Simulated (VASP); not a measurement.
Here is a VASP 6.6.1 calculation.

File INCAR:

```
SYSTEM = GaB
ALGO = Normal
EDIFF = 1E-6
ENCUT = 520
GGA = PE
ISIF = 2
ISMEAR = -1
LASPH = .TRUE.
LCHARG = .TRUE.
LELF = .TRUE.
LREAL = .FALSE.
LVHAR = .TRUE.
LWAVE = .FALSE.
NBANDS = 15
NELM = 100
PREC = Accurate
SIGMA = 0.05
```

File KPOINTS:

```
k-points
0
G
  10 10 8
  0 0 0
```

POSCAR

```
GaB
1.0
    2.7182400000      0.0000000000      0.0000000000
    0.0000000000      2.7182400000      0.0000000000
    0.0000000000      0.0000000000      3.2362100000
Ga B
1 1
Direct
    0.5128990000      0.5043680000      0.4871810000
   -0.0037240000     -0.0097550000     -0.0062070000
```

Potentials or basis: VASP PAW PBE potentials, release 64 (Ga_d, B).

Launch:

```sh
$ cat potpaw_PBE.64/Ga_d/POTCAR potpaw_PBE.64/B/POTCAR > POTCAR
$ mpirun -np 1 vasp_std > vasp.out
```

(1) What does it give for the band gap on the k mesh?

(2) Estimate the pressure.

Answers

(1) zero (band 8 reaches 11.21 eV, above the bottom of band 9 at 2.68 eV).

(2) 0.1 GPa.

Caveat: the cell differs from its parent crystal (atoms moved at random).
